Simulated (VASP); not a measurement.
# CaB6 (P4/mmm) in VASP: single point with PBE

Aim: the single point of CaB6 with PBE.

All numbers are computed with VASP 6.6.1; they aren't measurements. Logs are shortened: lines on timing, memory, paths and dates and some standing lists are left out, and cuts for length are marked.

## Step 1: The cell of the first run

Symmetry: P4/mmm, No. 123, tetragonal system. Conventional cell: a = 4.481 Å, b = 4.481 Å, c = 4.866 Å, α = 90.00°, β = 90.00°, γ = 90.00°. Within 3.6 Å of Ca (site symmetry 4/mmm) lie 16 B at 2.72 to 3.31 Å. Within 2.2 Å of B (site symmetry m2m) lie 4 B at 1.63 to 1.72 Å. B (site symmetry mmm) has 4 B at 1.63 Å within 2.2 Å.

The cell was generated, and may not be a known phase.

## Step 2: Single point, PBE

INCAR

```
SYSTEM = CaB6
ALGO = Normal
EDIFF = 1E-7
ENCUT = 520
GGA = PE
ISIF = 2
ISMEAR = 0
LASPH = .TRUE.
LCHARG = .FALSE.
LREAL = .FALSE.
LWAVE = .FALSE.
NBANDS = 23
NELM = 100
PREC = Accurate
SIGMA = 0.1
```

KPOINTS

```
k-points
0
G
  8 8 6
  0 0 0
```

POSCAR

```
CaB6
1.0
    4.4810527420      0.0000000000      0.0000000000
    0.0000000000      4.4810527420      0.0000000000
    0.0000000000      0.0000000000      4.8655050422
Ca B
1 6
Direct
    0.0000000000      0.0000000000      0.0000000000
    0.8083155488      0.8083155488      0.5000000000
    0.1916844512      0.1916844512      0.5000000000
    0.1916844512      0.8083155488      0.5000000000
    0.8083155488      0.1916844512      0.5000000000
    0.0000000000      0.5000000000      0.5000000000
    0.5000000000      0.0000000000      0.5000000000
```

Potentials or basis: VASP PAW PBE potentials, release 64 (Ca_sv, B).

Launch:

```
cat potpaw_PBE.64/Ca_sv/POTCAR potpaw_PBE.64/B/POTCAR > POTCAR
mpirun -np 1 vasp_std > vasp.out
```

OUTCAR:

```text
SYSTEM = CaB6
   EDIFF = 1E-7
   ENCUT = 520
   GGA = PE
   ISIF = 2
   ISMEAR = 0
   LASPH = .TRUE.
   LREAL = .FALSE.
   NELM = 100
   PREC = Accurate

 ion  position               nearest neighbor table
   1  0.000  0.000  0.000-
   2  0.808  0.808  0.500-   6 1.63   7 1.63   4 1.72   5 1.72
   3  0.192  0.192  0.500-   6 1.63   7 1.63   4 1.72   5 1.72
   4  0.192  0.808  0.500-   6 1.63   7 1.63   2 1.72   3 1.72
   5  0.808  0.192  0.500-   6 1.63   7 1.63   2 1.72   3 1.72
   6  0.000  0.500  0.500-   2 1.63   3 1.63   4 1.63   5 1.63
   7  0.500  0.000  0.500-   2 1.63   3 1.63   4 1.63   5 1.63

  LATTYP: Found a simple tetragonal cell.
 ALAT       =     4.4810527420
 C/A-ratio  =     1.0857950848

  Lattice vectors:

 A1 = (   4.4810527420,   0.0000000000,   0.0000000000)
 A2 = (   0.0000000000,   4.4810527420,   0.0000000000)
 A3 = (   0.0000000000,   0.0000000000,   4.8655050422)

Analysis of symmetry for initial positions (statically):
=====================================================================
 Subroutine PRICEL returns:
 Original cell was already a primitive cell.

 Routine SETGRP: Setting up the symmetry group for a
 simple tetragonal supercell.

 Subroutine GETGRP returns: Found 16 space group operations
 (whereof 16 operations were pure point group operations)
 out of a pool of 16 trial point group operations.

The static configuration has the point symmetry D_4h.

Analysis of symmetry for dynamics (positions and initial velocities):
=====================================================================
 Subroutine PRICEL returns:
 Original cell was already a primitive cell.

 Routine SETGRP: Setting up the symmetry group for a
 simple tetragonal supercell.

 Subroutine GETGRP returns: Found 16 space group operations
 (whereof 16 operations were pure point group operations)
 out of a pool of 16 trial point group operations.

The dynamic configuration has the point symmetry D_4h.

 Subroutine INISYM returns: Found 16 space group operations
 (whereof 16 operations are pure point group operations),
 and found     1 'primitive' translations

----------------------------------------------------------------------------------------

                                     Primitive cell

  volume of cell :      97.6985

  direct lattice vectors                    reciprocal lattice vectors
     4.481052742  0.000000000  0.000000000     0.223161846  0.000000000  0.000000000
     0.000000000  4.481052742  0.000000000     0.000000000  0.223161846  0.000000000
     0.000000000  0.000000000  4.865505042     0.000000000  0.000000000  0.205528510

  length of vectors
     4.481052742  4.481052742  4.865505042     0.223161846  0.223161846  0.205528510

  position of ions in fractional coordinates (direct lattice)
     0.000000000  0.000000000  0.000000000
     0.808315549  0.808315549  0.500000000
     0.191684451  0.191684451  0.500000000
     0.191684451  0.808315549  0.500000000
     0.808315549  0.191684451  0.500000000
     0.000000000  0.500000000  0.500000000
     0.500000000  0.000000000  0.500000000

  ion indices of the primitive-cell ions
   primitive index   ion index
                 1           1
                 2           2
                 3           3
                 4           4
                 5           5
                 6           6
                 7           7

----------------------------------------------------------------------------------------

 KPOINTS: k-points

Automatic generation of k-mesh.
 Grid dimensions read from file:
 generate k-points for:    8    8    6

 Generating k-lattice:

  Cartesian coordinates                     Fractional coordinates (reciprocal lattice)
     0.027895231  0.000000000  0.000000000     0.125000000  0.000000000  0.000000000
     0.000000000  0.027895231  0.000000000     0.000000000  0.125000000  0.000000000
     0.000000000  0.000000000  0.034254752     0.000000000  0.000000000  0.166666667

  Length of vectors
     0.027895231  0.027895231  0.034254752

  Shift w.r.t. Gamma in fractional coordinates (k-lattice)
     0.000000000  0.000000000  0.000000000

 Subroutine IBZKPT returns following result:
 ===========================================

 Found     60 irreducible k-points:

 Following reciprocal coordinates:
            Coordinates               Weight
  0.000000  0.000000  0.000000      1.000000
  0.125000  0.000000  0.000000      4.000000
  0.250000  0.000000  0.000000      4.000000
  0.375000  0.000000  0.000000      4.000000
  0.500000  0.000000  0.000000      2.000000
  0.125000  0.125000  0.000000      4.000000
[... 16 lines left out ...]
  0.375000  0.125000  0.166667     16.000000
  0.500000  0.125000  0.166667      8.000000
 [... further k-points ...]
   k-points           NKPTS =     60   k-points in BZ     NKDIM =     60   number of bands    NBANDS=     23
   number of dos      NEDOS =    301   number of ions     NIONS =      7
   total plane-waves  NPLWV =  46656
   dimension x,y,z NGX =    36 NGY =   36 NGZ =   36
   dimension x,y,z NGXF=    72 NGYF=   72 NGZF=   72
   ions per type =               1   6
   NGX,Y,Z   is equivalent  to a cutoff of  13.36, 13.36, 12.30 a.u.
   NGXF,Y,Z  is equivalent  to a cutoff of  26.71, 26.71, 24.60 a.u.
 SYSTEM =  CaB6
   PREC   = accura    normal or accurate (medium, high low for compatibility)
   ISTART =      0    job   : 0-new  1-cont  2-samecut
   ICHARG =      2    charge: 1-file 2-atom 10-const
   ISPIN  =      1    spin polarized calculation?
   LNONCOLLINEAR =      F non collinear calculations
   LSORBIT =      F    spin-orbit coupling
   LASPH  =      T    aspherical Exc in radial PAW
   ENCUT  =  520.0 eV  38.22 Ry    6.18 a.u.   8.33  8.33  9.05*2*pi/ulx,y,z
   NELM   =    100;   NELMIN=  2; NELMDL= -5     # of ELM steps
   EDIFF  = 0.1E-06   stopping-criterion for ELM
   LREAL  =      F    real-space projection
   EDIFFG = 0.1E-05   stopping-criterion for IOM
   NSW    =      0    number of steps for IOM
   IBRION =     -1    ionic relax: 0-MD 1-quasi-New 2-CG
   NFREE  =      0    steps in history (QN), initial steepest desc. (CG)
   ISIF   =      2    stress and relaxation
   ISYM   =      2    0-nonsym 1-usesym 2-fastsym
   POTIM  = 0.5000    time-step for ionic-motion
   TEBEG  =    0.0;   TEEND  =   0.0 temperature during run
   PSTRESS=    0.0 pullay stress
   NELECT =      28.0000    total number of electrons
   NUPDOWN=      -1.0000    fix difference up-down
   EMIN   =  10.00;   EMAX   =-10.00  energy-range for DOS
   EFERMI =   0.00;   METHOD = LEGACY
   ISMEAR =     0;   SIGMA  =   0.10  broadening in eV -4-tet -1-fermi 0-gaus
   EFERMI_NEDOS =   21; number of points for ismear=-14 and -15
   IALGO  =     38    algorithm
   IMIX   =      4    mixing-type and parameters
     AMIX     =   0.40;   BMIX     =  1.00
     AMIX_MAG =   1.60;   BMIX_MAG =  1.00
  volume/ion in A,a.u.               =      13.96        94.19
  Fermi-wavevector in a.u.,A,eV,Ry     =   1.079356  2.039688 15.850923  1.165010
  Thomas-Fermi vector in A             =   2.215319
   LORBIT       =      0    0 simple, 1 ext, 2 COOP (PROOUT), +10 PAW based schemes
   GGA     = PE    functional components
   LHFCALC =     F    Hartree Fock is set to
   AEXX    =    0.0000 exact exchange contribution
   IVDW    =     0    specifies the selected vdW correction
   LEPSILON=     F    determine dielectric tensor
   LRPA    =     F    only Hartree local field effects (RPA)
 non-spin polarized calculation
 Gauss-broadening in eV      SIGMA  =   0.10
  energy-cutoff  :      520.00
  volume of cell :       97.70
 maximum number of plane-waves:      2656
 NGX is ok and might be reduce to    36
   NGX = 17   NGY = 17   NGZ = 19

 number of electron      28.0000000 magnetization

 Free energy of the ion-electron system (eV)
  ---------------------------------------------------
  ext. energy  EPLUGINS =         0.00000000
  ---------------------------------------------------
  free energy    TOTEN  =       -40.17883965 eV

  energy without entropy =      -40.17409946  energy(sigma->0) =      -40.17646956

 E-fermi :   3.6770     XC(G=0):  -8.7689

 val. band max:        3.6765066522   @ k =   0.0000   0.0000   0.0000
 cond. band min:       3.7180775554   @ k =   0.5000   0.0000   0.3333
 fundamental gap:      0.0415709031
 Fermi energy:         3.6770236655

 k-point     1 :       0.0000    0.0000    0.0000
  band No.  band energies     occupation
      1     -38.0878      2.00000
      2     -19.2011      2.00000
      3     -19.2011      2.00000
      4     -19.0781      2.00000
      5     -10.9777      2.00000
      6      -6.6949      2.00000
[... 15 lines left out ...]
     22       9.0217      0.00000
     23       9.6171      0.00000

 k-point     2 :       0.1250    0.0000    0.0000
  band No.  band energies     occupation
      1     -38.0877      2.00000
      2     -19.2038      2.00000
      3     -19.2009      2.00000
      4     -19.0777      2.00000
      5     -10.9197      2.00000
      6      -7.0113      2.00000
[... 15 lines left out ...]
     22       8.7158      0.00000
     23       9.1945      0.00000

 k-point     3 :       0.2500    0.0000    0.0000
  band No.  band energies     occupation
      1     -38.0874      2.00000
      2     -19.2105      2.00000
      3     -19.2004      2.00000
      4     -19.0766      2.00000
      5     -10.7604      2.00000
      6      -7.6345      2.00000
[... 15 lines left out ...]
     22       8.1728      0.00000
     23       8.3555      0.00000

 k-point     4 :       0.3750    0.0000    0.0000
  band No.  band energies     occupation
      1     -38.0872      2.00000
      2     -19.2171      2.00000
      3     -19.1999      2.00000
      4     -19.0755      2.00000
      5     -10.5589      2.00000
      6      -8.1832      2.00000
[... 15 lines left out ...]
     22       7.8092      0.00000
     23       8.1480      0.00000

 k-point     5 :       0.5000    0.0000    0.0000
  band No.  band energies     occupation
      1     -38.0871      2.00000
      2     -19.2199      2.00000
      3     -19.1997      2.00000
      4     -19.0750      2.00000
      5     -10.4543      2.00000
      6      -8.4112      2.00000
[... 15 lines left out ...]
     22       7.5449      0.00000
     23       8.0272      0.00000

 k-point     6 :       0.1250    0.1250    0.0000
  band No.  band energies     occupation
      1     -38.0876      2.00000
      2     -19.2037      2.00000
      3     -19.2036      2.00000
      4     -19.0772      2.00000
      5     -10.8615      2.00000
      6      -7.1345      2.00000
[... 15 lines left out ...]
     22       8.5398      0.00000
     23       8.9861      0.00000

 k-point     7 :       0.2500    0.1250    0.0000
  band No.  band energies     occupation
      1     -38.0874      2.00000
      2     -19.2103      2.00000
      3     -19.2031      2.00000
      4     -19.0761      2.00000
      5     -10.7015      2.00000
      6      -7.6238      2.00000
[... 353 lines left out ...]
     22       8.1346      0.00000
     23       8.2923      0.00000

 k-point    21 :       0.1250    0.1250    0.1667
  band No.  band energies     occupation
      1     -38.0875      2.00000
      2     -19.2031      2.00000
      3     -19.2030      2.00000
      4     -19.0903      2.00000
      5     -10.7885      2.00000
      6      -7.1362      2.00000
[... 15 lines left out ...]
     22       8.3486      0.00000
     23       9.0330      0.00000

 k-point    22 :       0.2500    0.1250    0.1667
  band No.  band energies     occupation
      1     -38.0872      2.00000
      2     -19.2096      2.00000
      3     -19.2025      2.00000
      4     -19.0890      2.00000
      5     -10.6289      2.00000
      6      -7.6292      2.00000
[... 15 lines left out ...]
     22       8.2737      0.00000
     23       8.4543      0.00000

 k-point    23 :       0.3750    0.1250    0.1667
  band No.  band energies     occupation
      1     -38.0870      2.00000
      2     -19.2161      2.00000
      3     -19.2020      2.00000
      4     -19.0878      2.00000
      5     -10.4246      2.00000
      6      -8.1621      2.00000
[... 15 lines left out ...]
     22       8.0865      0.00000
     23       8.1540      0.00000

 k-point    24 :       0.5000    0.1250    0.1667
  band No.  band energies     occupation
      1     -38.0869      2.00000
      2     -19.2188      2.00000
      3     -19.2018      2.00000
      4     -19.0872      2.00000
      5     -10.3170      2.00000
      6      -8.3907      2.00000
[... 15 lines left out ...]
     22       7.8547      0.00000
     23       8.3563      0.00000

 [... further k-points ...]

------------------------ aborting loop because EDIFF is reached ----------------------------------------

  FORCE on cell =-STRESS in cart. coord.  units (eV):
  Direction    XX          YY          ZZ          XY          YZ          ZX
  --------------------------------------------------------------------------------------
  -------------------------------------------------------------------------------------
  Total       -0.0204643     -0.0204643      0.0908615      0.0000000     -0.0000000      0.0000000
  in kB       -0.3355978     -0.3355978      1.4900562      0.0000000     -0.0000000      0.0000000
  external PRESSURE =       0.2729535 kB  Pullay stress =       0.0000000 kB

 VOLUME and BASIS-vectors are now :
 -----------------------------------------------------------------------------
  energy-cutoff  :      520.00
  volume of cell :       97.70
      direct lattice vectors                 reciprocal lattice vectors
     4.481052742  0.000000000  0.000000000     0.223161846  0.000000000  0.000000000
     0.000000000  4.481052742  0.000000000     0.000000000  0.223161846  0.000000000
     0.000000000  0.000000000  4.865505042     0.000000000  0.000000000  0.205528510

 POSITION                                       TOTAL-FORCE (eV/Angst)
 -----------------------------------------------------------------------------------
      0.00000      0.00000      0.00000        -0.000000      0.000000     -0.000000
      3.62210      3.62210      2.43275        -0.010517     -0.010517     -0.000000
      0.85895      0.85895      2.43275         0.010517      0.010517      0.000000
      0.85895      3.62210      2.43275         0.010517     -0.010517     -0.000000
      3.62210      0.85895      2.43275        -0.010517      0.010517      0.000000
      0.00000      2.24053      2.43275        -0.000000      0.000000     -0.000000
      2.24053      0.00000      2.43275        -0.000000      0.000000     -0.000000
 -----------------------------------------------------------------------------------
    total drift:                               -0.000000     -0.000000     -0.000000

  FREE ENERGIE OF THE ION-ELECTRON SYSTEM (eV)
  ---------------------------------------------------
  free  energy   TOTEN  =       -40.1788396533 eV

  energy  without entropy=      -40.1740994613  energy(sigma->0) =      -40.17646956
```

Wall time 2.2 min (1 thread of Intel Xeon Platinum 8259CL at 2.50GHz (Skylake/Cascade Lake), shared host); peak memory 0.27 GiB.

Results:

```yaml
Free_energy: -40.1788 eV
Pressure: 0.0 GPa
Largest_force: 0.015 eV/Å
Band_gap_on_the_k_mesh: zero (bands 14 and 15 overlap by 0.77 eV)
```

Forces on the atoms (eV/Å):
```
Ca   0.000  0.000  0.000
B   -0.011 -0.011  0.000
B    0.011  0.011  0.000
B    0.011 -0.011  0.000
B   -0.011  0.011  0.000
B    0.000  0.000  0.000
B    0.000  0.000  0.000
```

The gap in the log of VASP goes by the Fermi energy; the results here count the filled bands.